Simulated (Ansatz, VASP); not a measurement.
## Two plane-wave programs on BN

```
B N
1.0
     2.55394    0.00000    0.00000
    -1.27697    2.21178    0.00000
     0.00000    0.00000    4.22685
B N
2 2
Direct
  0.66667 0.33333 0.99972
  0.33333 0.66667 0.49972
  0.57857 0.33333 0.51881
  0.33333 0.66667 0.12528
```

Alike in both runs: task single point; functional r2SCAN; k mesh 12 × 12 × 6; occupations gaussian, width 0.05 eV; no spin polarisation.

|  | VASP | Ansatz |
| --- | --- | --- |
| version | VASP 6.6.1 | Ansatz 0.2.0 |
| potentials or method | VASP PAW PBE potentials, release 64 (B, N), cutoff 520 eV | scalar-relativistic, plane waves, PAW |
| valence electrons in the cell | 16 | 16 |

Ansatz gave:

- gap on the k mesh at the Fermi level (eV): 2.85
- least direct gap on the mesh (eV): 4.59
- rms of the force components (eV/Å): 5.822

Question: What did VASP give for the same quantities?

Answer: gap on the k mesh at the Fermi level (eV): 2.84; least direct gap on the mesh (eV): 4.60; rms of the force components (eV/Å): 5.814.

VASP's potentials were made for PBE, not for r2SCAN. Atom by atom the forces differ by 0.025 eV/Å (rms over components). The functional is the same, so the differences come from potentials, cutoffs and numerics.
